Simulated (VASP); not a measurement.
# Ge (Cmmm) in VASP: relaxation of cell and atoms with PBE

Aim: the relaxation of cell and atoms of Ge with PBE.

Everything below comes from runs of VASP 6.6.1. Logs are shortened: lines on timing, memory, paths and dates and some standing lists are left out, and cuts for length are marked.

## (1) The cell of the first run

It takes space group Cmmm (No. 65, orthorhombic). Conventional cell: a = 2.794 Å, b = 5.201 Å, c = 2.698 Å, α = 90.00°, β = 90.00°, γ = 90.00°. Ge (site symmetry mmm) has 8 Ge at 2.70 to 2.95 Å within 3.6 Å.

## (2) Relaxation of cell and atoms, PBE

INCAR reads:

```
SYSTEM = Ge
ALGO = Normal
EDIFF = 1E-6
EDIFFG = -0.005
ENCUT = 600
GGA = PE
IBRION = 2
ISIF = 3
ISMEAR = 0
LASPH = .TRUE.
LCHARG = .FALSE.
LREAL = .FALSE.
LWAVE = .FALSE.
NELM = 60
NSW = 100
PREC = Accurate
SIGMA = 0.1
```

KPOINTS reads:

```
k-points
0
G
  16 16 16
  0 0 0
```

POSCAR reads:

```
Ge
1.0
    1.3971490000     -2.6005160000      0.0000000000
    1.3971490000      2.6005160000      0.0000000000
    0.0000000000      0.0000000000      2.6982310000
Ge
1
Direct
    0.5000000000      0.5000000000      0.0000000000
```

Potentials or basis: VASP PAW PBE potentials, release 64 (Ge_d).

Started as:

```bash
$ cat potpaw_PBE.64/Ge_d/POTCAR > POTCAR
$ mpirun -np 1 vasp_std > vasp.out
```

OUTCAR:

```text
SYSTEM = Ge
   EDIFF = 1E-6
   EDIFFG = -0.005
   ENCUT = 600
   GGA = PE
   IBRION = 2
   ISIF = 3
   ISMEAR = 0
   LASPH = .TRUE.
   LREAL = .FALSE.
   NELM = 60
   NSW = 100
   PREC = Accurate

 ion  position               nearest neighbor table
   1  0.500  0.500  0.000-

  LATTYP: Found a base centered orthorhombic cell.
 ALAT       =     2.7942980000
 B/A-ratio  =     1.8613018368
 C/A-ratio  =     0.9656203454

  Lattice vectors:

 A1 = (   1.3971490000,  -2.6005160000,   0.0000000000)
 A2 = (   1.3971490000,   2.6005160000,   0.0000000000)
 A3 = (   0.0000000000,   0.0000000000,   2.6982310000)

Analysis of symmetry for initial positions (statically):
=====================================================================
 Subroutine PRICEL returns:
 Original cell was already a primitive cell.

 Routine SETGRP: Setting up the symmetry group for a
 base centered orthorhombic supercell.

 Subroutine GETGRP returns: Found  8 space group operations
 (whereof  8 operations were pure point group operations)
 out of a pool of  8 trial point group operations.

The static configuration has the point symmetry D_2h.

Analysis of symmetry for dynamics (positions and initial velocities):
=====================================================================
 Subroutine PRICEL returns:
 Original cell was already a primitive cell.

 Routine SETGRP: Setting up the symmetry group for a
 base centered orthorhombic supercell.

 Subroutine GETGRP returns: Found  8 space group operations
 (whereof  8 operations were pure point group operations)
 out of a pool of  8 trial point group operations.

The dynamic configuration has the point symmetry D_2h.

 Subroutine INISYM returns: Found  8 space group operations
 (whereof  8 operations are pure point group operations),
 and found     1 'primitive' translations

----------------------------------------------------------------------------------------

                                     Primitive cell

  volume of cell :      19.6070

  direct lattice vectors                    reciprocal lattice vectors
[... 107 lines left out ...]
  Fermi-wavevector in a.u.,A,eV,Ry     =   1.463234  2.765111 29.130796  2.141053
  Thomas-Fermi vector in A             =   2.579353
   LORBIT       =      0    0 simple, 1 ext, 2 COOP (PROOUT), +10 PAW based schemes
   GGA     = PE    functional components
   LHFCALC =     F    Hartree Fock is set to
   AEXX    =    0.0000 exact exchange contribution
   IVDW    =     0    specifies the selected vdW correction
   LEPSILON=     F    determine dielectric tensor
   LRPA    =     F    only Hartree local field effects (RPA)
 conjugate gradient relaxation of ions
 non-spin polarized calculation
 Gauss-broadening in eV      SIGMA  =   0.10
  energy-cutoff  :      600.00
  volume of cell :       19.61
 maximum number of plane-waves:       674
   NGX = 11   NGY = 11   NGZ = 11

--------------------------------------- Ionic step        1  -------------------------------------------

 number of electron      14.0000008 magnetization

 Free energy of the ion-electron system (eV)
  ---------------------------------------------------
  ext. energy  EPLUGINS =         0.00000000
  ---------------------------------------------------
  free energy    TOTEN  =        -4.27034003 eV

  energy without entropy =       -4.26824760  energy(sigma->0) =       -4.26929381

------------------------ aborting loop because EDIFF is reached ----------------------------------------

  FORCE on cell =-STRESS in cart. coord.  units (eV):
  Direction    XX          YY          ZZ          XY          YZ          ZX
  --------------------------------------------------------------------------------------
  -------------------------------------------------------------------------------------
  Total       -0.0007328     -0.1954664     -0.1194567      0.0000000      0.0000000      0.0000000
  in kB       -0.0598778    -15.9724424     -9.7613433      0.0000000      0.0000000      0.0000000
  external PRESSURE =      -8.5978878 kB  Pullay stress =       0.0000000 kB
[... 86 lines left out ...]
  FREE ENERGIE OF THE ION-ELECTRON SYSTEM (eV)
  ---------------------------------------------------
  free  energy   TOTEN  =        -4.2714987404 eV

  energy  without entropy=       -4.2696107222  energy(sigma->0) =       -4.27055473

[... ionic steps 4 to 8 ...]

--------------------------------------- Ionic step        9  -------------------------------------------

 number of electron      14.0000002 magnetization

------------------------ aborting loop because EDIFF is reached ----------------------------------------
[... 65 lines left out ...]
--------------------------------------- Ionic step       11  -------------------------------------------

 number of electron      14.0000002 magnetization

 Free energy of the ion-electron system (eV)
  ---------------------------------------------------
  ext. energy  EPLUGINS =         0.00000000
  ---------------------------------------------------
  free energy    TOTEN  =        -4.27211112 eV

  energy without entropy =       -4.27018263  energy(sigma->0) =       -4.27114687

 E-fermi :   6.3403     XC(G=0): -11.0953

 val. band max:        6.3356101866   @ k =  -0.1875   0.1250   0.2500
 cond. band min:       6.3406689642   @ k =   0.3750   0.0000   0.3750
 fundamental gap:      0.0050587776
 Fermi energy:         6.3403088344

 k-point     1 :       0.0000    0.0000    0.0000
  band No.  band energies     occupation
      1     -18.4183      2.00000
      2     -18.3474      2.00000
      3     -18.3132      2.00000
      4     -18.1966      2.00000
      5     -18.1847      2.00000
      6      -6.6141      2.00000
      7      13.0633      0.00000
      8      13.8646      0.00000
      9      14.8181      0.00000
     10      16.5564      0.00000
     11      19.3926      0.00000
[... 309 lines left out ...]
 k-point    24 :      -0.0625    0.0625    0.0000
  band No.  band energies     occupation
      1     -18.4163      2.00000
      2     -18.3476      2.00000
      3     -18.3095      2.00000
      4     -18.1983      2.00000
      5     -18.1851      2.00000
      6      -6.5270      2.00000
      7      12.8179      0.00000
      8      13.1471      0.00000
      9      14.5548      0.00000
     10      16.8236      0.00000
     11      19.1792      0.00000

 [... further k-points ...]
[... 5 lines left out ...]
  --------------------------------------------------------------------------------------
  -------------------------------------------------------------------------------------
  Total        0.0015314     -0.0005695      0.0048774      0.0000000      0.0000000      0.0000000
  in kB        0.1265364     -0.0470554      0.4030011      0.0000000      0.0000000      0.0000000
  external PRESSURE =       0.1608274 kB  Pullay stress =       0.0000000 kB
[... 16 lines left out ...]
  FREE ENERGIE OF THE ION-ELECTRON SYSTEM (eV)
  ---------------------------------------------------
  free  energy   TOTEN  =        -4.2721111179 eV

  energy  without entropy=       -4.2701826289  energy(sigma->0) =       -4.27114687

 reached required accuracy - stopping structural energy minimisation
```

OSZICAR:

```text
N       E                     dE             d eps       ncg     rms          rms(c)
DAV:   1     0.567752203686E+02    0.56775E+02   -0.82391E+03 14772   0.376E+03
DAV:   2     0.412752493004E+00   -0.56362E+02   -0.54543E+02 14928   0.406E+02
[... 67 lines left out ...]
  10 F= -.42721117E+01 E0= -.42711466E+01  d E =-.133807E-04
       N       E                     dE             d eps       ncg     rms          rms(c)
DAV:   1    -0.427211509554E+01   -0.31905E-05   -0.52400E-05 17478   0.145E-01    0.115E-02
DAV:   2    -0.427211216348E+01    0.29321E-05   -0.32596E-06 14563   0.419E-02    0.624E-03
DAV:   3    -0.427211106938E+01    0.10941E-05   -0.15676E-06 11146   0.285E-02    0.975E-04
DAV:   4    -0.427211111787E+01   -0.48489E-07   -0.25551E-07  7449   0.100E-02
  11 F= -.42721111E+01 E0= -.42711469E+01  d E =-.128273E-04
```

Wall time 11 min (1 thread of Intel Xeon 8259CL, shared host); peak memory 0.3 GiB.

What came out:

* Free energy: -4.2721 eV
* Relaxed volume: 19.39 Å³/atom
* Relaxed cell: a = 2.922 Å, b = 2.922 Å, c = 2.688 Å, α = 90.00°, β = 90.00°, γ = 122.32°
* Space group after relaxing (to 0.1 Å): Cmmm (No. 65)
* Energy gained by relaxing: 1.8 meV/atom
* Ionic steps: 11
* Pressure after relaxing: 0.0 GPa
* Band gap on the k mesh: zero (bands 7 and 8 overlap by 9.60 eV)

Step by step:
```csv
step,energy change (eV),largest force (eV/Å),pressure (GPa),volume (Å³)
1,0.0000,0.0000,-0.86,19.61
2,-0.0012,0.0000,0.34,19.31
3,-0.0012,0.0000,0.23,19.31
4,-0.0016,0.0000,0.34,19.34
5,-0.0017,0.0000,0.20,19.36
6,-0.0017,0.0000,0.16,19.39
7,-0.0018,0.0000,0.00,19.38
8,-0.0018,0.0000,0.04,19.37
9,-0.0018,0.0000,0.05,19.37
10,-0.0018,0.0000,-0.05,19.39
11,-0.0018,0.0000,0.02,19.39
```

Final structure:
```cif
data_structure
_symmetry_space_group_name_H-M 'P 1'
_symmetry_Int_Tables_number 1
_cell_length_a 2.9216
_cell_length_b 2.9216
_cell_length_c 2.6882
_cell_angle_alpha 90.000
_cell_angle_beta 90.000
_cell_angle_gamma 122.322
_cell_volume 19.39
loop_
_atom_site_label
_atom_site_type_symbol
_atom_site_fract_x
_atom_site_fract_y
_atom_site_fract_z
_atom_site_occupancy
Ge1 Ge 0.50000 0.50000 0.00000 1
```
